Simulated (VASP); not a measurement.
# ZnBF6 (P-1) in VASP: single point with PBE

Aim: the single point of ZnBF6 with PBE.

Program: VASP 6.6.1. These are calculated values, not measurements. Logs are shortened: lines on timing, memory, paths and dates and some standing lists are left out, and cuts for length are marked.

## (1) The cell of the first run

The typed cell holds 8 atoms: a = 4.846 Å, b = 4.891 Å, c = 5.244 Å, α = 115.67°, β = 89.30°, γ = 118.78°.

## (2) Single point, PBE

POSCAR reads:

```
ZnBF6
1.0
    4.8457260000      0.0000000000      0.0000000000
   -2.3549350000      4.2871460000      0.0000000000
    0.0640730000     -2.5567170000      4.5783550000
F Zn B
6 1 1
Direct
    0.2508000000      0.8537000000      0.7367000000
    0.7492000000      0.1463000000      0.2633000000
    0.5758000000      0.4399000000      0.7232000000
    0.4242000000      0.5601000000      0.2768000000
    0.8644000000      0.1243000000      0.7376000000
    0.1356000000      0.8757000000      0.2624000000
    0.0000000000      0.0000000000      0.0000000000
    0.5000000000      0.0000000000      0.5000000000
```

INCAR.step1 reads:

```
SYSTEM = ZnBF6
ALGO     = Normal         ! electronic algorithm
EDIFF    = 1E-6           ! SCF threshold, eV
ENCUT    = 520            ! plane-wave cutoff, eV
GGA      = PE             ! functional
ISIF     = 2              ! what is computed and relaxed
ISMEAR   = 0              ! smearing method
LASPH    = .TRUE.         ! aspherical terms in the spheres
LCHARG   = .TRUE.         ! write CHGCAR
LREAL    = .FALSE.        ! projectors in reciprocal space
LWAVE    = .FALSE.        ! write WAVECAR
NBANDS   = 38             ! bands
NELM     = 60             ! most SCF steps
PREC     = Accurate       ! precision mode
SIGMA    = 0.0173         ! smearing width, eV
```

KPOINTS.step1 reads:

```
Automatic mesh
0
Gamma
  5 5 4
  0 0.5 0.5
```

INCAR.step2 reads:

```
SYSTEM = ZnBF6
ALGO     = Normal         ! electronic algorithm
EDIFF    = 1E-6           ! SCF threshold, eV
ENCUT    = 520            ! plane-wave cutoff, eV
GGA      = PE             ! functional
ICHARG   = 11             ! starting density
ISIF     = 2              ! what is computed and relaxed
ISMEAR   = -5             ! smearing method
LASPH    = .TRUE.         ! aspherical terms in the spheres
LCHARG   = .FALSE.        ! write CHGCAR
LORBIT   = 11             ! projections on sites
LREAL    = .FALSE.        ! projectors in reciprocal space
LWAVE    = .FALSE.        ! write WAVECAR
NBANDS   = 38             ! bands
NEDOS    = 1001           ! points of the DOS
NELM     = 60             ! most SCF steps
PREC     = Accurate       ! precision mode
SIGMA    = 0.0173         ! smearing width, eV
```

KPOINTS.step2 reads:

```
k-points
0
G
  8 8 6
  0 0 0
```

Potentials or basis: VASP PAW PBE potentials, release 64 (F, Zn, B).

Run with:

```console
> cat potpaw_PBE.64/F/POTCAR potpaw_PBE.64/Zn/POTCAR potpaw_PBE.64/B/POTCAR > POTCAR
> cp INCAR.step1 INCAR
> cp KPOINTS.step1 KPOINTS
> mpirun -np 1 vasp_std > vasp.out
> cp INCAR.step2 INCAR
> cp KPOINTS.step2 KPOINTS
> mpirun -np 1 vasp_std > vasp.out
```

OUTCAR:

```text
SYSTEM = ZnBF6
   EDIFF = 1E-6
   ENCUT = 520
   GGA = PE
   ICHARG = 11
   ISIF = 2
   ISMEAR = -5
   LASPH = .TRUE.
   LORBIT = 11
   LREAL = .FALSE.
   NELM = 60
   PREC = Accurate

 ion  position               nearest neighbor table
   1  0.251  0.854  0.737-   8 1.85   7 1.96
   2  0.749  0.146  0.263-   8 1.85   7 1.96
   3  0.576  0.440  0.723-   8 1.79   7 2.25
   4  0.424  0.560  0.277-   8 1.79   7 2.25
   5  0.864  0.124  0.738-   8 1.84   7 1.96
   6  0.136  0.876  0.262-   8 1.84   7 1.96
   7  0.000  0.000  0.000-   5 1.96   6 1.96   1 1.96   2 1.96   4 2.25   3 2.25
   8  0.500  0.000  0.500-   3 1.79   4 1.79   5 1.84   6 1.84   1 1.85   2 1.85

  LATTYP: Found a triclinic cell.
 ALAT       =     4.8457260000
 B/A-ratio  =     1.4645159447
 C/A-ratio  =     1.0094160427
 COS(alpha) =     0.0086270255
 COS(beta)  =     0.4814485335
 COS(gamma) =     0.6737908341

  Lattice vectors:

 A1 = (  -4.8457260000,   0.0000000000,   0.0000000000)
 A2 = (  -4.7816530000,  -2.5567170000,   4.5783550000)
 A3 = (  -2.3549350000,   4.2871460000,   0.0000000000)

Analysis of symmetry for initial positions (statically):
=====================================================================
 Subroutine PRICEL returns:
 Original cell was already a primitive cell.

 Routine SETGRP: Setting up the symmetry group for a
 triclinic supercell.

 Subroutine GETGRP returns: Found  2 space group operations
 (whereof  2 operations were pure point group operations)
 out of a pool of  2 trial point group operations.

The static configuration has the point symmetry S_2 .

Analysis of symmetry for dynamics (positions and initial velocities):
=====================================================================
 Subroutine PRICEL returns:
 Original cell was already a primitive cell.

 Routine SETGRP: Setting up the symmetry group for a
 triclinic supercell.

 Subroutine GETGRP returns: Found  2 space group operations
 (whereof  2 operations were pure point group operations)
 out of a pool of  2 trial point group operations.

The dynamic configuration has the point symmetry S_2 .

 Subroutine INISYM returns: Found  2 space group operations
 (whereof  2 operations are pure point group operations),
 and found     1 'primitive' translations
[... 121 lines left out ...]
   NUPDOWN=      -1.0000    fix difference up-down
   EMIN   =  10.00;   EMAX   =-10.00  energy-range for DOS
   EFERMI =   0.00;   METHOD = LEGACY
   ISMEAR =    -5;   SIGMA  =   0.02  broadening in eV -4-tet -1-fermi 0-gaus
   EFERMI_NEDOS =   21; number of points for ismear=-14 and -15
   IALGO  =     38    algorithm
   IMIX   =      4    mixing-type and parameters
     AMIX     =   0.40;   BMIX     =  1.00
     AMIX_MAG =   1.60;   BMIX_MAG =  1.00
  volume/ion in A,a.u.               =      11.89        80.23
  Fermi-wavevector in a.u.,A,eV,Ry     =   1.380239  2.608273 25.919906  1.905059
  Thomas-Fermi vector in A             =   2.505134
   LORBIT       =     11    0 simple, 1 ext, 2 COOP (PROOUT), +10 PAW based schemes
   GGA     = PE    functional components
   LHFCALC =     F    Hartree Fock is set to
   AEXX    =    0.0000 exact exchange contribution
   IVDW    =     0    specifies the selected vdW correction
   LEPSILON=     F    determine dielectric tensor
   LRPA    =     F    only Hartree local field effects (RPA)
 non-spin polarized calculation
 Fermi weights with tetrahedron method with Bloechl corrections
  energy-cutoff  :      520.00
  volume of cell :       95.11
 maximum number of plane-waves:      2579

 number of electron      56.9999998 magnetization

 Free energy of the ion-electron system (eV)
  ---------------------------------------------------
  ext. energy  EPLUGINS =         0.00000000
  ---------------------------------------------------
  free energy    TOTEN  =       -31.43426992 eV

  energy without entropy =      -31.43426992  energy(sigma->0) =      -31.43426992

 E-fermi :  -3.0911     XC(G=0):  -9.4675

 val. band max:       -3.0847732213   @ k =  -0.2500   0.5000   0.3333
 cond. band min:      -3.0944584211   @ k =   0.3750  -0.3750   0.3333
 fundamental gap:     -0.0096851998
 Fermi energy:        -3.0910638658

 k-point     1 :       0.0000    0.0000    0.0000
  band No.  band energies     occupation
      1     -24.2002      2.00000
      2     -23.3933      2.00000
      3     -23.3049      2.00000
      4     -23.0969      2.00000
      5     -23.0168      2.00000
      6     -22.8900      2.00000
[... 973 lines left out ...]
     37      11.0274      0.00000
     38      12.4221      0.00000

 [... further k-points ...]

------------------------ aborting loop because EDIFF is reached ----------------------------------------

  FORCE on cell =-STRESS in cart. coord.  units (eV):
  Direction    XX          YY          ZZ          XY          YZ          ZX
  --------------------------------------------------------------------------------------
  -------------------------------------------------------------------------------------
  Total       -9.0645569     -9.8074908    -11.1826734      0.7260206     -1.6164213      0.5746251
  in kB     -152.6935080   -165.2083150   -188.3734243     12.2299016    -27.2288033      9.6796254
  external PRESSURE =    -168.7584157 kB  Pullay stress =       0.0000000 kB

 VOLUME and BASIS-vectors are now :
 -----------------------------------------------------------------------------
  energy-cutoff  :      520.00
  volume of cell :       95.11
      direct lattice vectors                 reciprocal lattice vectors
     4.845726000  0.000000000  0.000000000     0.206367426  0.113357901  0.060415038
    -2.354935000  4.287146000  0.000000000     0.000000000  0.233255410  0.130258155
     0.064073000 -2.556717000  4.578355000     0.000000000  0.000000000  0.218419061

 POSITION                                       TOTAL-FORCE (eV/Angst)
 -----------------------------------------------------------------------------------
     -0.74790      1.77640      3.37287         1.101958      1.357442     -1.362255
      3.30276     -0.04597      1.20548        -1.101958     -1.357442      1.362255
      1.80057      0.03690      3.31107         1.241519     -2.001840     -1.606052
      0.75429      1.69353      1.26729        -1.241519      2.001840      1.606052
      3.94319     -1.35294      3.37699        -1.750225      0.260457     -1.207279
     -1.38832      3.08337      1.20136         1.750225     -0.260457      1.207279
      0.00000      0.00000      0.00000        -0.000000      0.000000      0.000000
      2.45490     -1.27836      2.28918         0.000000      0.000000      0.000000
 -----------------------------------------------------------------------------------
    total drift:                                0.000000     -0.000000     -0.000000

  FREE ENERGIE OF THE ION-ELECTRON SYSTEM (eV)
  ---------------------------------------------------
  free  energy   TOTEN  =       -31.4342699161 eV

  energy  without entropy=      -31.4342699161  energy(sigma->0) =      -31.43426992

 total charge

# of ion       s       p       d       tot
------------------------------------------
    1        1.743   4.274   0.000   6.016
    2        1.743   4.274   0.000   6.016
    3        1.744   4.249   0.000   5.993
    4        1.744   4.249   0.000   5.993
    5        1.742   4.279   0.000   6.021
    6        1.742   4.279   0.000   6.021
    7        0.345   0.361   9.819  10.526
    8        0.477   0.646   0.000   1.122
--------------------------------------------------
tot         11.280  26.609   9.819  47.708
```

OSZICAR.step1:

```text
N       E                     dE             d eps       ncg     rms          rms(c)
DAV:   1     0.610147452010E+03    0.61015E+03   -0.30417E+04  3800   0.169E+03
DAV:   2     0.252700324033E+02   -0.58488E+03   -0.55531E+03  4254   0.449E+02
DAV:   3    -0.350301827175E+02   -0.60300E+02   -0.59535E+02  4358   0.152E+02
DAV:   4    -0.363013433000E+02   -0.12712E+01   -0.12657E+01  4430   0.239E+01
DAV:   5    -0.363111416267E+02   -0.97983E-02   -0.97972E-02  4340   0.225E+00    0.150E+01
DAV:   6    -0.329252540369E+02    0.33859E+01   -0.16130E+01  4950   0.105E+02    0.148E+01
DAV:   7    -0.319850713859E+02    0.94018E+00   -0.13603E+01  4982   0.333E+01    0.764E+00
DAV:   8    -0.314911141230E+02    0.49396E+00   -0.15161E+00  5088   0.162E+01    0.428E+00
DAV:   9    -0.314814433912E+02    0.96707E-02   -0.98576E-01  4982   0.162E+01    0.208E+00
DAV:  10    -0.314605301709E+02    0.20913E-01   -0.11033E+00  5380   0.193E+01    0.227E+00
DAV:  11    -0.314373363173E+02    0.23194E-01   -0.31691E-01  4696   0.862E+00    0.793E-01
DAV:  12    -0.314341577328E+02    0.31786E-02   -0.32200E-02  5368   0.205E+00    0.257E-01
DAV:  13    -0.314343412139E+02   -0.18348E-03   -0.71454E-03  4996   0.542E-01    0.207E-01
DAV:  14    -0.314342952262E+02    0.45988E-04   -0.21283E-03  4576   0.446E-01    0.401E-02
DAV:  15    -0.314343188895E+02   -0.23663E-04   -0.11591E-04  4728   0.913E-02    0.156E-02
DAV:  16    -0.314343266059E+02   -0.77164E-05   -0.29731E-05  4618   0.790E-02    0.185E-02
DAV:  17    -0.314343253255E+02    0.12804E-05   -0.89871E-06  3856   0.282E-02    0.501E-03
DAV:  18    -0.314343255203E+02   -0.19476E-06   -0.19072E-06  2276   0.954E-03
   1 F= -.31434326E+02 E0= -.31433144E+02  d E =-.236312E-02
```

Wall time 11 min (1 thread of Intel Xeon Platinum 8259CL at 2.50GHz (Skylake/Cascade Lake), shared host); peak memory 0.63 GiB.

Results:

```yaml
Valence_electrons_inside_the_program's_atomic_spheres: F 6.02, 5.99 (each value once); Zn 10.53; B 1.12
```

Caveat: an odd number of electrons without spin polarisation forces a metal; a magnetic or distorted state may lie lower.
